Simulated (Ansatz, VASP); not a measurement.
# Hf8Si15 in VASP and in Ansatz

The input INCAR:

```
SYSTEM = Hf8Si15
  ALGO = Normal
  EDIFF = 1E-6
  ENCUT = 500
  GGA = PS
  GGA_COMPAT = .FALSE.
  ISIF = 2
  ISMEAR = 0
  KPAR = 4
  LASPH = .TRUE.
  LCHARG = .TRUE.
  LREAL = .FALSE.
  LVHAR = .TRUE.
  LWAVE = .FALSE.
  NBANDS = 87
  NELM = 120
  PREC = Accurate
  SIGMA = 0.1
```

The input KPOINTS:

```
k-points
0
G
  5 5 5
  0 0 0
```

File POSCAR:

```
Hf8Si15
1.0
    0.0000120000     -0.0000210000      7.2798000000
   -7.2851920000      0.0022040000     -0.0000120000
    1.8234820000     -7.1248180000      0.0000240000
Hf Si
8 15
Direct
    0.1251892796      0.4477971242      0.7910068906
    0.6251891206      0.4409632720      0.7908204005
    0.1251913533      0.9488125178      0.7926955370
    0.6251894813      0.9555533999      0.7923416577
    0.3760691777      0.0504569265      0.2052415677
    0.8743125299      0.0504574775      0.2052397589
    0.3679663821      0.5523034226      0.2058394182
    0.8824140436      0.5523040600      0.2058445039
    0.1251978523      0.2762803560      0.1121952637
    0.6251820839      0.2849271968      0.1164423207
    0.1251832875      0.7770379368      0.1022529170
    0.6251997369      0.7732239250      0.1184066000
    0.3749561384      0.2240979827      0.8920912659
    0.8754192959      0.2241146058      0.8921610023
    0.3805015962      0.7194799548      0.8811439689
    0.8698731079      0.7194621538      0.8810727077
    0.1251916715      0.1238919974      0.4978462682
    0.6251941883      0.1249749817      0.4984384669
    0.1251887376      0.6255978420      0.5010308315
    0.3790677353      0.3794383865      0.4999381782
    0.8713100443      0.3794370183      0.4999383212
    0.3788875538      0.8721681177      0.5003865982
    0.8715101600      0.8721865727      0.5003937491
```

Input for Ansatz:

```yaml
crystal:
  lattice:
    - [1.2e-05, -2.1e-05, 7.2798]
    - [-7.285192, 0.002204, -1.2e-05]
    - [1.823482, -7.124818, 2.4e-05]
  atoms:
    - { symbol: Hf, position: [0.1251892796, 0.4477971242, 0.7910068906] }
    - { symbol: Hf, position: [0.6251891206, 0.440963272, 0.7908204005] }
    - { symbol: Hf, position: [0.1251913533, 0.9488125178, 0.792695537] }
    - { symbol: Hf, position: [0.6251894813, 0.9555533999, 0.7923416577] }
    - { symbol: Hf, position: [0.3760691777, 0.0504569265, 0.2052415677] }
    - { symbol: Hf, position: [0.8743125299, 0.0504574775, 0.2052397589] }
    - { symbol: Hf, position: [0.3679663821, 0.5523034226, 0.2058394182] }
    - { symbol: Hf, position: [0.8824140436, 0.55230406, 0.2058445039] }
    - { symbol: Si, position: [0.1251978523, 0.276280356, 0.1121952637] }
    - { symbol: Si, position: [0.6251820839, 0.2849271968, 0.1164423207] }
    - { symbol: Si, position: [0.1251832875, 0.7770379368, 0.102252917] }
    - { symbol: Si, position: [0.6251997369, 0.773223925, 0.1184066] }
    - { symbol: Si, position: [0.3749561384, 0.2240979827, 0.8920912659] }
    - { symbol: Si, position: [0.8754192959, 0.2241146058, 0.8921610023] }
    - { symbol: Si, position: [0.3805015962, 0.7194799548, 0.8811439689] }
    - { symbol: Si, position: [0.8698731079, 0.7194621538, 0.8810727077] }
    - { symbol: Si, position: [0.1251916715, 0.1238919974, 0.4978462682] }
    - { symbol: Si, position: [0.6251941883, 0.1249749817, 0.4984384669] }
    - { symbol: Si, position: [0.1251887376, 0.625597842, 0.5010308315] }
    - { symbol: Si, position: [0.3790677353, 0.3794383865, 0.4999381782] }
    - { symbol: Si, position: [0.8713100443, 0.3794370183, 0.4999383212] }
    - { symbol: Si, position: [0.3788875538, 0.8721681177, 0.5003865982] }
    - { symbol: Si, position: [0.87151016, 0.8721865727, 0.5003937491] }
basis:
  ecutwfc: 420
kpoints:
  mp_grid: { grid: [5, 5, 5] }
hamiltonian:
  xc: pbesol
scf:
  occupations: { method: gaussian, width: 0.1 }
  n_extra_bands: 11
output:
  forces: true
  stress: true
  eigenvalues: true
  populations: true
  dos:
    method: { smearing: { sigma: 0.1, scheme: gaussian } }
    projected: true
    de: 0.02
  write_density: true
  write_potential: true
  elf: true
  volumetric_format: npy
```

Alike in both runs: task single point; functional PBEsol; k mesh 5 × 5 × 5; occupations gaussian, width 0.1 eV; no spin polarisation.

```csv
,VASP,Ansatz
version,VASP 6.6.1,Ansatz 0.2.0
potentials or method,"VASP PAW PBE potentials, release 64 (Hf_pv, Si), cutoff 500 eV","scalar-relativistic, plane waves, PAW"
valence electrons in the cell,140,268
```

```csv
,VASP,Ansatz,Ansatz less VASP
gap on the k mesh at the Fermi level (eV),none,none,-
pressure (GPa),0.2,0.0,-0.23
"traceless stress, the component that is largest in VASP (GPa)",0.25,0.20,-0.050
rms of the force components (eV/Å),0.024,0.023,-0.0009
```

VASP's potentials were made for PBE, not for PBEsol. Atom by atom the forces differ by 0.006 eV/Å (rms over components). A gap of «none» marks a metal or a gap that the smearing closes. VASP's potentials hold 140 valence electrons a cell and Ansatz's 268, so a difference there can come from the potentials and not from the codes.

Neither program's run includes spin-orbit coupling.
